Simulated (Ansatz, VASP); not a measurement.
One calculation of Al8N, two programs

```
Al N
1.0
     2.85432    0.00000    0.00000
    -1.42716    2.47192    0.00000
     0.00000    0.00000   33.47606
Al N
8 1
Direct
  0.33333 0.66667 0.11949
  0.00000 0.00000 0.18956
  0.66667 0.33333 0.25964
  0.00000 0.00000 0.32971
  0.33333 0.66667 0.39922
  0.00000 0.00000 0.46965
  0.66667 0.33333 0.54010
  0.00000 0.00000 0.61166
  0.66667 0.33333 0.62809
```

Alike in both runs: task single point; functional PBE; k mesh 9 × 9 × 1; occupations gaussian, width 0.1 eV; no spin polarisation.

|  | VASP | Ansatz |
| --- | --- | --- |
| version | VASP 6.6.1 | Ansatz 0.2.0 |
| potentials or method | VASP PAW PBE potentials, release 64 (Al, N), cutoff 520 eV | scalar-relativistic, plane waves, PAW |
| valence electrons in the cell | 29 | 29 |

|  | VASP | Ansatz | Ansatz less VASP |
| --- | --- | --- | --- |
| gap on the k mesh at the Fermi level (eV) | none | none | - |
| rms of the force components (eV/Å) | 0.387 | 0.387 | -0.0003 |

Atom by atom the forces differ by 0.001 eV/Å (rms over components). A gap of «none» marks a metal or a gap that the smearing closes.
